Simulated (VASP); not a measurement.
Input of a VASP 6.6.1 run:

INCAR

```
SYSTEM = Sr2HfO2
ALGO = Normal
EDIFF = 1E-6
ENCUT = 520
GGA = PE
ISIF = 2
ISMEAR = 0
LASPH = .TRUE.
LCHARG = .FALSE.
LREAL = .FALSE.
LWAVE = .FALSE.
NBANDS = 29
NELM = 100
PREC = Accurate
SIGMA = 0.1
```

Contents of KPOINTS:

```
k-points
0
G
  4 4 4
  0 0 0
```

Contents of POSCAR:

```
Sr2HfO2
1.0
    4.3686551300      0.0000000000      0.0000000000
    0.0000000000      4.3686551300      0.0000000000
    0.0000000000      0.0000000000      6.0875931400
Sr Hf O
2 1 2
Direct
    0.0000000000      0.0000000000      0.0000000000
    0.5000000000      0.5000000000      0.0000000000
    0.5000000000      0.5000000000      0.5000000000
    0.0000000000      0.0000000000      0.6113489800
    0.0000000000      0.0000000000      0.3886510200
```

Potentials or basis: VASP PAW PBE potentials, release 64 (Sr_sv, Hf_pv, O).

The run is started by

```sh
$ cat potpaw_PBE.64/Sr_sv/POTCAR potpaw_PBE.64/Hf_pv/POTCAR potpaw_PBE.64/O/POTCAR > POTCAR
$ mpirun -np 1 vasp_std > vasp.out
```

What does it give for the band gap on the k mesh?

Zero (band 21 reaches 3.77 eV, above the bottom of band 22 at 2.94 eV).

What does it give for the largest force?

1.852 eV/Å.

What does it give for the pressure?

4.4 GPa.

Forces on the atoms (eV/Å):
```
Sr   0.000  0.000  0.000
Sr   0.000  0.000  0.000
Hf   0.000  0.000  0.000
O    0.000  0.000  1.852
O    0.000  0.000 -1.852
```

Caveat: spin-orbit coupling is left out, which moves the levels of the heavy elements; forces of over 1 eV/Å act on the atoms, so gaps and moduli don't describe the material at rest.
